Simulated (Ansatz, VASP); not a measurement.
**ReOs in VASP and in Ansatz**

```
CELL_PARAMETERS angstrom
2.75733 0.00000 0.00000
-1.37867 2.38792 0.00000
0.00000 0.00000 4.38243
ATOMIC_POSITIONS crystal
Re 0.58667 0.29333 0.44000
Os 0.08000 0.04000 0.06000
```

Change from the starting cell: shortest bond scaled by 0.76, PAW files.

Alike in both runs: task electric field gradients; functional LDA; k mesh 12 × 12 × 7; occupations fermi-dirac, width 0.05 eV; no spin polarisation.

|  | VASP | Ansatz |
| --- | --- | --- |
| version | VASP 6.6.1 | Ansatz 0.2.0 |
| potentials or method | VASP PAW LDA potentials, release 64 (Re_sv_GW, Os_sv_GW) | PAW with Ansatz's default frozen-core files, scalar-relativistic |
| plane-wave cutoff (eV) | 420 | 420 |
| valence electrons in the cell | 31 | 31 |

Ansatz gave:

```
rms of the force components (eV/Å)                   : 8.890
size of Vzz on the site where it differs most (V/Å²) : 185.1
```

**Question.** What did VASP give for the same quantities?

**Answer.** rms of the force components (eV/Å): 9.236; size of Vzz on the site where it differs most (V/Å²): 187.8.

LDA's correlation is that of Perdew and Zunger in VASP and of Perdew and Wang (1992) in Ansatz. Atom by atom the forces differ by 0.347 eV/Å (rms over components).

Spin-orbit coupling is off throughout. Noted on VASP's run: the cell as given lies far from equilibrium.
